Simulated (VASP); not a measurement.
Input of a VASP 6.6.1 run:

File INCAR:

```
SYSTEM = BaY
PREC = Accurate
ENCUT = 520
EDIFF = 1E-6
ISMEAR = 0
SIGMA = 0.1
LREAL = .False.
LASPH = .True.
NELM = 100
ALGO = Fast
ISIF = 2
LWAVE = .False.
LCHARG = .True.
GGA = PE
LELF = .True.
LVHAR = .True.
NBANDS = 18
```

KPOINTS

```
regular mesh
0
Gamma
  14 14 12
  0 0 0
```

The input POSCAR:

```
BaY
1.0
    4.4238216117      0.0000000000      0.0000000000
    0.0000000000      4.4238216117      0.0000000000
    0.0000000000      0.0000000000      4.4134698711
Ba Y
1 1
Direct
    0.0000000000      0.0000000000      0.0000000000
    0.5000000000      0.5000000000      0.5000000000
```

Potentials or basis: VASP PAW PBE potentials, release 64 (Ba_sv, Y_sv).

The run is started by

```bash
$ cat potpaw_PBE.64/Ba_sv/POTCAR potpaw_PBE.64/Y_sv/POTCAR > POTCAR
$ mpirun -np 1 vasp_std > vasp.out
```

Predict the band gap on the k mesh.

zero (an odd number of electrons rules out a gap without spin polarisation).

What does it give for the pressure?

0.2 GPa.

Caveat: spin-orbit coupling is left out, which moves the levels of the heavy elements.
